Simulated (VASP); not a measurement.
CaO: single point with PBE-based screened hybrid with 50 % exact exchange

CaO:

```
Ca O
1.0
     2.90321    0.00000    0.00000
     0.00000    2.90321    0.00000
     0.00000    0.00000    2.90321
Ca O
1 1
Cartesian
  0.0000 0.0000 0.0000
  1.4516 1.4516 1.4516
```

```
Program             : VASP 6.6.1
Task                : single point
Functional          : PBE-based screened hybrid with 50 % exact exchange
Potentials or basis : VASP PAW PBE potentials, release 64 (Ca_sv, O)
Cutoff              : 520 eV
k mesh              : 4 × 4 × 4
Occupations         : gaussian, width 0.01 eV
Spin                : no spin polarisation
```

| Quantity | Value |
| --- | --- |
| Pressure | -1.8 GPa |
| Band gap on the k mesh | 6.31 eV (least direct gap 6.70 eV) |

Levels at points of the mesh, in eV from the valence-band top:
```
           k point  band 4  band 5  band 6  band 7  band 8  band 9  band 10  band 11  band 12  band 13
(0.00, 0.00, 0.00)  -22.00  -19.57   -0.38   -0.38   -0.38    6.31     6.31     8.43    13.10    13.10
(0.50, 0.00, 0.00)  -21.85  -17.98   -4.37   -0.85   -0.85    7.62    11.40    12.69    12.69    13.51
(0.50, 0.50, 0.00)  -21.75  -18.77   -2.54   -2.54    0.00    7.48     8.50    10.75    10.75    14.90
(0.50, 0.50, 0.50)  -22.77  -18.17   -3.87   -3.87   -3.87   12.38    12.38    12.38    15.08    15.08
```

Wall time 4.7 min on 1 thread of Oxide Virtual Turin-like Processor, with other jobs on the host, peak memory 0.21 GiB.

Caveat: the k points lie up to 0.54 Å⁻¹ apart; the structure was generated, so it needn't be the stable form of CaO; the PAW data sets were made with another functional, which shifts forces and pressure a little. A k mesh can miss the band edges.
